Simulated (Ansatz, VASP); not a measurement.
Two plane-wave programs on SnSe2

The input INCAR:

```
SYSTEM = SnSe2
PREC = Accurate
ENCUT = 500
EDIFF = 1E-6
ISMEAR = 0
SIGMA = 0.03
LREAL = .False.
LASPH = .True.
NELM = 120
ALGO = Normal
ISIF = 2
LWAVE = .False.
LCHARG = .True.
GGA = PE
IVDW = 12
LELF = .True.
LVHAR = .True.
NBANDS = 20
GGA_COMPAT = .False.
```

The input KPOINTS:

```
regular mesh
0
Gamma
  12 12 6
  0 0 0
```

File POSCAR:

```
SnSe2
1.0
    3.8400433021      0.0000000000      0.0000000000
   -1.9200216511      3.3255750513      0.0000000000
    0.0000000000      0.0000000000      6.9835000000
Sn Se
1 2
Direct
    0.0000000000      0.0000000000      0.0000000000
    0.3333333333      0.6666666667      0.2651331237
    0.6666666667      0.3333333333      0.7348668763
```

Input for Ansatz:

```yaml
crystal:
  lattice:
    - [3.8400433021, 0.0, 0.0]
    - [-1.9200216511, 3.3255750513, 0.0]
    - [0.0, 0.0, 6.9835]
  atoms:
    - { symbol: Sn, position: [0.0, 0.0, 0.0] }
    - { symbol: Se, position: [0.3333333333, 0.6666666667, 0.2651331237] }
    - { symbol: Se, position: [0.6666666667, 0.3333333333, 0.7348668763] }
basis:
  ecutwfc: 420
kpoints:
  mp_grid: { grid: [12, 12, 6] }
hamiltonian:
  xc: pbe
  dispersion: d3bj
scf:
  occupations: { method: gaussian, width: 0.03 }
output:
  forces: true
  stress: true
  eigenvalues: true
  write_density: true
  write_potential: true
  elf: true
  volumetric_format: npy
```

Alike in both runs: task single point; functional PBE; dispersion D3(BJ); k mesh 12 × 12 × 6; occupations gaussian, width 0.03 eV; no spin polarisation.

```csv
,VASP,Ansatz
version,VASP 6.6.1,Ansatz 0.2.0
potentials or method,"VASP PAW PBE potentials, release 64 (Sn_d, Se), cutoff 500 eV","scalar-relativistic, plane waves, PAW"
valence electrons in the cell,26,46
```

```tsv
	VASP	Ansatz	Ansatz less VASP
gap on the k mesh at the Fermi level (eV)	none	none	-
pressure (GPa)	-6.7	-6.8	-0.02
traceless stress, the component that is largest in VASP (GPa)	-6.23	-6.25	-0.016
rms of the force components (eV/Å)	0.784	0.787	+0.0035
```

Atom by atom the forces differ by 0.003 eV/Å (rms over components). A gap of «none» marks a metal or a gap that the smearing closes. VASP's potentials hold 26 valence electrons a cell and Ansatz's 46, so a difference there can come from the potentials and not from the codes.
